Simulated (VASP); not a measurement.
Input of a VASP 6.6.1 run:

The input INCAR:

```
PREC = Accurate
ENCUT = 520
EDIFF = 1E-7
ISMEAR = 0
SIGMA = 0.15
LREAL = F
LASPH = T
NELM = 100
ALGO = Normal
ISIF = 2
LWAVE = F
LCHARG = F
GGA = PE
NBANDS = 30
```

File KPOINTS:

```
regular mesh
0
Gamma
  4 4 4
```

File POSCAR:

```
Ga2Te2O
1.0
   -2.1183822033      5.7947031733      2.8973360554
    2.1183822033     -5.7947031733      2.8973360554
    2.1183822033      5.7947031733     -2.8973360554
Ga Te O
2 2 1
Direct
    0.3879942365      0.0280332684      0.3599609680
    0.6680723004      0.0280332684      0.6400390320
    0.3933478130      0.2372166986      0.1561311143
    0.0810855843      0.2372166986      0.8438688857
    0.6695000658      0.1695000658      0.5000000000
```

Potentials or basis: VASP PAW PBE potentials, release 64 (Ga_d, Te, O).

Command:

```bash
$ cat potpaw_PBE.64/Ga_d/POTCAR potpaw_PBE.64/Te/POTCAR potpaw_PBE.64/O/POTCAR > POTCAR
$ mpirun -np 1 vasp_std > vasp.out
```

**Question.** Estimate the pressure.

**Answer.** 0.3 GPa.

**Question.** What does it give for the band gap on the k mesh?

**Answer.** 1.43 eV (least direct gap 1.59 eV).

Forces on the atoms (eV/Å):
```
Ga   0.000 -0.037 -0.016
Ga   0.000  0.037 -0.016
Te   0.000 -0.015 -0.002
Te   0.000  0.015 -0.002
O    0.000  0.000  0.036
```

Caveat: the cell differs from its parent crystal (atoms taken out); spin-orbit coupling is left out, which moves the levels of the heavy elements. A k mesh can miss the band edges.
